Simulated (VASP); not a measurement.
Input of a VASP 6.6.1 run:

INCAR

```
SYSTEM = Si
PREC = Accurate
ENCUT = 520
EDIFF = 1E-7
ISMEAR = 0
SIGMA = 0.15
LREAL = .FALSE.
LASPH = .TRUE.
NELM = 100
ALGO = Normal
ISIF = 2
LWAVE = .FALSE.
LCHARG = .TRUE.
GGA = CA
LELF = .TRUE.
LVHAR = .TRUE.
NBANDS = 8
```

File KPOINTS:

```
Automatic mesh
0
G
  17 17 17
  0 0 0
```

File POSCAR:

```
Si
1.0
    0.0000000000      1.6700000000      1.6700000000
    1.6700000000      0.0000000000      1.6700000000
    1.6700000000      1.6700000000      0.0000000000
Si
1
Direct
    0.0000000000      0.0000000000      0.0000000000
```

Potentials or basis: VASP PAW LDA potentials, release 64 (Si).

Launch:

```bash
$ cat potpaw_LDA.64/Si/POTCAR > POTCAR
$ mpirun -np 1 vasp_std > vasp.out
```

Task: Predict the pressure.

Result: 85.8 GPa.

Task: What does it give for the band gap on the k mesh?

Result: Zero (band 2 reaches 30.85 eV, above the bottom of band 3 at 13.84 eV).
